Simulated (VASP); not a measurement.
# MgI2 (P-3m1) in VASP: further runs, part 2 of 3

VASP 6.6.1. The steps go on from the part before.

### 3 Single point, PBE (strain -0.015 along x and y, -0.015 along z)

INCAR reads:

```
PREC = Accurate ; ENCUT = 520
EDIFF = 1E-7 ; ISMEAR = 0
SIGMA = 0.05 ; LREAL = False
LASPH = True ; NELM = 80
ALGO = Normal ; ISIF = 2
LWAVE = False ; LCHARG = False
GGA = PE ; NBANDS = 15
```

KPOINTS reads:

```
regular mesh
0
Gamma
  6 6 4
```

POSCAR reads:

```
MgI2
1.0
    4.0913946196      0.0000000000      0.0000000000
   -2.0456973098      3.5432516774      0.0000000000
    0.0000000000      0.0000000000      6.7590700000
Mg I
1 2
Direct
    0.0000000000      0.0000000000      0.0000000000
    0.3333333333      0.6666666667      0.7576300000
    0.6666666667      0.3333333333      0.2423700000
```

Potentials or basis: VASP PAW PBE potentials, release 64 (Mg, I).

On the command line:

```sh
$ cat potpaw_PBE.64/Mg/POTCAR potpaw_PBE.64/I/POTCAR > POTCAR
$ mpirun -np 1 vasp_std > vasp.out
```

Run time: 16 s. Hardware: 1 thread of Intel Xeon 6975P-C (Granite Rapids), shared host; peak memory 0.21 GiB.

The run converged. Its results:

* Free energy: -7.6385 eV
* Pressure: 2.9 GPa
* Largest force: 0.261 eV/Å
* Band gap on the k mesh: 3.53 eV, indirect (least direct gap 3.88 eV)

Forces on the atoms (eV/Å):
```
Mg   0.000  0.000  0.000
I    0.000  0.000 -0.261
I    0.000  0.000  0.261
```

Stress tensor (GPa, compression positive):
```
2.80 0.00 0.00
0.00 2.80 0.00
0.00 0.00 3.00
```

Levels at points of the mesh, in eV from the valence-band top:
```csv
k point,band 5,band 6,band 7,band 8,band 9,band 10,band 11,band 12
"(0.00, 0.00, 0.00)",-0.52,-0.10,-0.10,0.00,3.88,4.75,6.71,6.71
"(0.50, 0.00, 0.00)",-2.04,-1.52,-1.02,-0.51,3.62,5.33,5.44,6.97
"(0.00, 0.00, 0.50)",-0.41,-0.41,-0.21,-0.21,4.82,4.88,6.51,6.51
"(0.50, 0.00, 0.50)",-1.33,-1.22,-0.89,-0.78,3.57,5.18,5.56,6.00
```

Caveat: the cell differs from its parent crystal (strain -0.015 along x and y, -0.015 along z); spin-orbit coupling is left out, which moves the levels of the heavy elements; this functional lacks dispersion, which binds the layers, so the pressure and a relaxed spacing across them are unreliable. A k mesh can miss the band edges.

### 4 Single point, PBE (strain -0.030 along x and y, +0.030 along z)

INCAR reads:

```
SYSTEM = MgI2
ALGO = Normal
EDIFF = 1E-7
ENCUT = 520
GGA = PE
ISIF = 2
ISMEAR = 0
LASPH = .True.
LCHARG = .False.
LREAL = .False.
LWAVE = .False.
NBANDS = 15
NELM = 60
PREC = Accurate
SIGMA = 0.05
```

KPOINTS reads:

```
k-points
0
Gamma
  6 6 4
  0 0 0
```

POSCAR reads:

```
MgI2
1.0
    4.0290891177      0.0000000000      0.0000000000
   -2.0145445589      3.4892935301      0.0000000000
    0.0000000000      0.0000000000      7.0678600000
Mg I
1 2
Direct
    0.0000000000      0.0000000000      0.0000000000
    0.3333333333      0.6666666667      0.7576300000
    0.6666666667      0.3333333333      0.2423700000
```

Potentials or basis: VASP PAW PBE potentials, release 64 (Mg, I).

On the command line:

```sh
$ cat potpaw_PBE.64/Mg/POTCAR potpaw_PBE.64/I/POTCAR > POTCAR
$ mpirun -np 1 vasp_std > vasp.out
```

OUTCAR:

```text
SYSTEM = MgI2
   EDIFF = 1E-7
   ENCUT = 520
   GGA = PE
   ISIF = 2
   ISMEAR = 0
   LASPH = .True.
   LREAL = .False.
   NELM = 60
   PREC = Accurate

 ion  position               nearest neighbor table
   1  0.000  0.000  0.000-   2 2.89   3 2.89   3 2.89   2 2.89   3 2.89   2 2.89
   2  0.333  0.667  0.758-   1 2.89   1 2.89   1 2.89
   3  0.667  0.333  0.242-   1 2.89   1 2.89   1 2.89

  LATTYP: Found a hexagonal cell.
 ALAT       =     4.0290891177
 C/A-ratio  =     1.7542079099

  Lattice vectors:
[... 621 lines left out ...]

  FORCE on cell =-STRESS in cart. coord.  units (eV):
  Direction    XX          YY          ZZ          XY          YZ          ZX
  --------------------------------------------------------------------------------------
  -------------------------------------------------------------------------------------
  Total        1.8762756      1.8762756      0.7253568     -0.0000000     -0.0000000      0.0000000
  in kB       30.2534487     30.2534487     11.6958006     -0.0000000     -0.0000000      0.0000000
  external PRESSURE =      24.0675660 kB  Pullay stress =       0.0000000 kB

 VOLUME and BASIS-vectors are now :
 -----------------------------------------------------------------------------
  energy-cutoff  :      520.00
  volume of cell :       99.36
      direct lattice vectors                 reciprocal lattice vectors
     4.029089118  0.000000000  0.000000000     0.248195056  0.143295483  0.000000000
    -2.014544559  3.489293530  0.000000000     0.000000000  0.286590965  0.000000000
     0.000000000  0.000000000  7.067860000     0.000000000  0.000000000  0.141485542

 POSITION                                       TOTAL-FORCE (eV/Angst)
 -----------------------------------------------------------------------------------
      0.00000      0.00000      0.00000        -0.000000      0.000000      0.000000
     -0.00000      2.32620      5.35482        -0.000000      0.000000     -0.019681
      2.01454      1.16310      1.71304         0.000000      0.000000      0.019681
 -----------------------------------------------------------------------------------
    total drift:                                0.000000     -0.000000     -0.000000

  FREE ENERGIE OF THE ION-ELECTRON SYSTEM (eV)
  ---------------------------------------------------
  free  energy   TOTEN  =        -7.6412597433 eV

  energy  without entropy=       -7.6412597433  energy(sigma->0) =       -7.64125974
```

OSZICAR:

```text
N       E                     dE             d eps       ncg     rms          rms(c)
DAV:   1     0.758388584925E+02    0.75839E+02   -0.58665E+03   720   0.841E+02
DAV:   2    -0.189624928823E+01   -0.77735E+02   -0.70788E+02  1026   0.131E+02
DAV:   3    -0.766631731971E+01   -0.57701E+01   -0.57497E+01   958   0.408E+01
DAV:   4    -0.777272102261E+01   -0.10640E+00   -0.10639E+00   978   0.664E+00
DAV:   5    -0.777408378920E+01   -0.13628E-02   -0.13627E-02   973   0.719E-01    0.435E+00
DAV:   6    -0.766365301650E+01    0.11043E+00   -0.10097E-01   846   0.161E+00    0.292E+00
DAV:   7    -0.764321680116E+01    0.20436E-01   -0.11899E-01   832   0.172E+00    0.681E-01
DAV:   8    -0.764112646526E+01    0.20903E-02   -0.77390E-03   853   0.499E-01    0.274E-01
DAV:   9    -0.764126818874E+01   -0.14172E-03   -0.96763E-04   951   0.184E-01    0.115E-01
DAV:  10    -0.764125228833E+01    0.15900E-04   -0.42877E-05   923   0.461E-02    0.354E-02
DAV:  11    -0.764125956107E+01   -0.72727E-05   -0.17723E-05   874   0.255E-02    0.323E-02
DAV:  12    -0.764125973777E+01   -0.17669E-06   -0.14567E-06   951   0.594E-03    0.891E-03
DAV:  13    -0.764125974332E+01   -0.55539E-08   -0.43341E-08   675   0.130E-03
   1 F= -.76412597E+01 E0= -.76412597E+01  d E =-.766076E-14
```

It took 18 s on 1 thread of Intel Xeon 6975P-C (Granite Rapids), shared host; peak memory 0.22 GiB.

What came out:

```
Free energy            : -7.6413 eV
Pressure               : 2.4 GPa
Largest force          : 0.020 eV/Å
Band gap on the k mesh : 3.46 eV, indirect (least direct gap 3.82 eV)
```

Forces in eV/Å, atoms in the order of the input:
```
Mg   0.000  0.000  0.000
I    0.000  0.000 -0.020
I    0.000  0.000  0.020
```

Stress tensor (GPa, compression positive):
```
3.03 0.00 0.00
0.00 3.03 0.00
0.00 0.00 1.17
```

Levels at points of the mesh, in eV from the valence-band top:
```tsv
k point	band 4	band 5	band 6	band 7	band 8	band 9	band 10	band 11	band 12	band 13
(0.00, 0.00, 0.00)	-0.37	-0.34	-0.34	0.00	0.00	3.82	4.94	6.88	6.88	7.01
(0.50, 0.00, 0.00)	-3.17	-2.09	-1.36	-1.12	-0.53	3.62	5.23	5.23	6.98	7.45
(0.00, 0.00, 0.50)	-1.75	-0.26	-0.26	-0.08	-0.08	4.89	5.00	6.74	6.74	7.78
(0.50, 0.00, 0.50)	-3.48	-1.43	-1.21	-1.05	-0.73	3.46	4.98	5.32	5.84	7.67
```

Caveat: the cell differs from its parent crystal (strain -0.030 along x and y, +0.030 along z); spin-orbit coupling is left out, which moves the levels of the heavy elements; this functional lacks dispersion, which binds the layers, so the pressure and a relaxed spacing across them are unreliable. A k mesh can miss the band edges.

### 5 Single point, PBE (strain +0.000 along x and y, -0.030 along z)

INCAR reads:

```
  ALGO = Normal
  EDIFF = 1E-6
  ENCUT = 520
  GGA = PE
  ISIF = 2
  ISMEAR = 0
  LASPH = True
  LCHARG = False
  LREAL = False
  LWAVE = False
  NBANDS = 15
  NELM = 80
  PREC = Accurate
  SIGMA = 0.05
```

KPOINTS reads:

```
k-points
0
Gamma
  6 6 4
```

POSCAR reads:

```
MgI2
1.0
    4.1537001214      0.0000000000      0.0000000000
   -2.0768500607      3.5972098248      0.0000000000
    0.0000000000      0.0000000000      6.6561400000
Mg I
1 2
Direct
    0.0000000000      0.0000000000      0.0000000000
    0.3333333333      0.6666666667      0.7576300000
    0.6666666667      0.3333333333      0.2423700000
```

On the command line:

```sh
$ cat potpaw_PBE.64/Mg/POTCAR potpaw_PBE.64/I/POTCAR > POTCAR
$ mpirun -np 1 vasp_std > vasp.out
```

Wall time 14 s (1 thread of Intel Xeon 6975P-C (Granite Rapids), shared host); peak memory 0.22 GiB.

The run converged. Its results:

* Free energy: -7.6534 eV
* Pressure: 2.3 GPa
* Largest force: 0.254 eV/Å
* Band gap on the k mesh: 3.37 eV, indirect (least direct gap 3.61 eV)

Forces on the atoms (eV/Å):
```
Mg   0.000  0.000  0.000
I    0.000  0.000 -0.254
I    0.000  0.000  0.254
```

Stress tensor (GPa, compression positive):
```
1.88 0.00 0.00
0.00 1.88 0.00
0.00 0.00 3.02
```

Levels at points of the mesh, in eV from the valence-band top:
| k point | band 6 | band 7 | band 8 | band 9 | band 10 | band 11 |
| --- | --- | --- | --- | --- | --- | --- |
| (0.00, 0.00, 0.00) | -0.31 | -0.31 | 0.00 | 3.61 | 4.49 | 6.44 |
| (0.50, 0.00, 0.00) | -1.72 | -1.09 | -0.65 | 3.44 | 5.19 | 5.41 |
| (0.00, 0.00, 0.50) | -0.64 | -0.43 | -0.43 | 4.52 | 4.64 | 6.22 |
| (0.50, 0.00, 0.50) | -1.24 | -0.95 | -0.94 | 3.43 | 5.10 | 5.59 |

Caveat: the cell differs from its parent crystal (strain +0.000 along x and y, -0.030 along z); spin-orbit coupling is left out, which moves the levels of the heavy elements; this functional lacks dispersion, which binds the layers, so the pressure and a relaxed spacing across them are unreliable. A k mesh can miss the band edges.

(Continued in part 3 of 3.)
